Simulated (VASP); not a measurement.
A run of VASP 6.6.1 is set up as follows.

INCAR

```
PREC = Accurate ; ENCUT = 520
EDIFF = 1E-6 ; ISMEAR = 0
SIGMA = 0.01 ; LREAL = False
LASPH = True ; NELM = 60
ALGO = Normal ; ISIF = 2
LWAVE = False ; LCHARG = False
GGA = PS ; NBANDS = 26
```

Contents of KPOINTS:

```
regular mesh
0
Gamma
  8 8 4
```

The input POSCAR:

```
ZnO
1.0
    3.1656096103      0.0000000000      0.0000000000
   -1.5828048051      2.7414983410      0.0000000000
    0.0000000000      0.0000000000      5.1107264461
Zn O
2 2
Direct
    0.3333333333      0.6666666667      0.5000968684
    0.6666666667      0.3333333333      0.0000968684
    0.6666666667      0.3333333333      0.3789131316
    0.3333333333      0.6666666667      0.8789131316
```

Potentials or basis: VASP PAW PBE potentials, release 64 (Zn, O).

Launch:

```sh
$ cat potpaw_PBE.64/Zn/POTCAR potpaw_PBE.64/O/POTCAR > POTCAR
$ mpirun -np 1 vasp_std > vasp.out
```

(1) Estimate the band gap on the k mesh.

(2) What does it give for the pressure?

Answers

(1) 0.77 eV.

(2) 11.2 GPa.

Caveat: the cell stands under pressure; the PAW data sets were made with another functional, which shifts forces and pressure a little.
